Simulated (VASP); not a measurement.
Wanted: the native input for a VASP 6.6.1 run.

| Item | Value |
| --- | --- |
| Task | single point |
| Functional | PBE |
| Potentials or basis | VASP PAW PBE potentials, release 64 (Li_sv, Te, Tl_d) |
| Cutoff | 520 eV |
| k mesh | 4 × 4 × 4 |
| Occupations | fermi-dirac, width 0.02 eV |
| Spin | non-collinear spin, zero start, spin-orbit coupling |
| Starting moments | [[0.0, 0.0, 0.0], [0.0, 0.0, 0.0], [0.0, 0.0, 0.0], [0.0, 0.0, 0.0]] μB |
| Dipole correction | no |
| Further INCAR settings | ALGO = Normal; EDIFF = 1e-07; NBANDS = 42 |

The structure of LiTlTe2 lies in POSCAR:

```
LiTlTe2
1.0
    4.5980007822      0.0000000000      0.0000000000
    0.0000000000      4.5980007822      0.0000000000
    0.0000000000      0.0000000000      6.4734597936
Li Te Tl
1 2 1
Direct
    0.0000000000      0.0000000000      0.0000000000
    0.0000000000      0.5000000000      0.2309160927
    0.5000000000      0.0000000000      0.7690839073
    0.5000000000      0.5000000000      0.5000000000
```

One way to write it, as run:

INCAR

```
SYSTEM = LiTlTe2
ALGO     = Normal         ! electronic algorithm
EDIFF    = 1E-7           ! SCF threshold, eV
ENCUT    = 520            ! plane-wave cutoff, eV
GGA      = PE             ! functional
GGA_COMPAT= .FALSE.      
ISIF     = 2              ! what is computed and relaxed
ISMEAR   = -1             ! smearing method
LASPH    = .TRUE.         ! aspherical terms in the spheres
LCHARG   = .TRUE.         ! write CHGCAR
LNONCOLLINEAR= .TRUE.         ! non-collinear magnetism
LORBIT   = 11             ! projections on sites
LORBMOM  = .TRUE.       
LREAL    = .FALSE.        ! projectors in reciprocal space
LSORBIT  = .TRUE.         ! spin-orbit coupling
LVHAR    = .TRUE.       
LWAVE    = .FALSE.        ! write WAVECAR
MAGMOM   = 0 0 0 0 0 0 0 0 0 0 0 0 ! initial moments
NBANDS   = 42             ! bands
NELM     = 150            ! most SCF steps
PREC     = Accurate       ! precision mode
SIGMA    = 0.02           ! smearing width, eV
```

KPOINTS

```
k-points
0
G
  4 4 4
  0 0 0
```

Potentials or basis: VASP PAW PBE potentials, release 64 (Li_sv, Te, Tl_d).

The run is started by

```bash
$ cat potpaw_PBE.64/Li_sv/POTCAR potpaw_PBE.64/Te/POTCAR potpaw_PBE.64/Tl_d/POTCAR > POTCAR
$ mpirun -np 1 vasp_ncl > vasp.out
```

It gave:

```
Largest force                                         : 0.173 eV/Å
Net moment                                            : 0.00 μB per cell
Valence electrons inside the program's atomic spheres : Li 2.07; Te 3.40; Tl 11.23
```

It took 4.3 min on 1 thread of Oxide Virtual Turin-like Processor, with other jobs on the host, peak memory 0.56 GiB.
